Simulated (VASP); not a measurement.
Write the native input for VASP 6.6.1 that does the following.

| Quantity | Value |
| --- | --- |
| Task | single point |
| Functional | PBE |
| Potentials or basis | VASP PAW PBE potentials, release 64 (Ba_sv, Ti_sv, O) |
| Cutoff | 520 eV |
| k mesh | 6 × 6 × 6 |
| Occupations | gaussian, width 0.01 eV |
| Spin | no spin polarisation |
| Hubbard terms | Ti d U = 5.0 eV |
| Dipole correction | no |
| Further INCAR settings | ALGO = Normal; EDIFF = 1e-06; NBANDS = 28 |

The structure of BaTiO3 lies in POSCAR:

```
BaTiO3
1.0
    3.9998000000      0.0000000000      0.0000000000
    0.0000000000      3.9998000000      0.0000000000
    0.0000000000      0.0000000000      4.0180000000
Ba Ti O
1 1 3
Direct
    0.0000000000      0.0000000000      0.0000000000
    0.5000000000      0.5000000000      0.4900000000
    0.5000000000      0.5000000000      0.0190000000
    0.5000000000      0.0000000000      0.5170000000
    0.0000000000      0.5000000000      0.5170000000
```

The input as run:

INCAR

```
SYSTEM = BaTiO3
PREC = Accurate
ENCUT = 520
EDIFF = 1E-6
ISMEAR = 0
SIGMA = 0.01
LREAL = .False.
LASPH = .True.
NELM = 150
ALGO = Normal
ISIF = 2
LWAVE = .False.
LCHARG = .False.
LMAXMIX = 4
LDAU = .True.
LDAUTYPE = 2
LDAUL = -1 2 -1
LDAUU = 0 5 0
LDAUJ = 0 0 0
LDAUPRINT = 1
GGA = PE
NBANDS = 28
```

KPOINTS

```
regular mesh
0
Gamma
  6 6 6
  0 0 0
```

Potentials or basis: VASP PAW PBE potentials, release 64 (Ba_sv, Ti_sv, O).

Run with:

```console
$ cat potpaw_PBE.64/Ba_sv/POTCAR potpaw_PBE.64/Ti_sv/POTCAR potpaw_PBE.64/O/POTCAR > POTCAR
$ mpirun -np 1 vasp_std > vasp.out
```

It gave:

| Quantity | Value |
| --- | --- |
| Pressure | 8.3 GPa |
| Largest force | 0.619 eV/Å |
| Band gap on the k mesh | 2.38 eV (least direct gap 2.70 eV) |

Caveat: the cell stands under pressure; spin-orbit coupling is left out, which moves the levels of the heavy elements.

Wall time 100 s on 1 thread of Intel Xeon 8259CL, with other jobs on the host, peak memory 0.22 GiB.
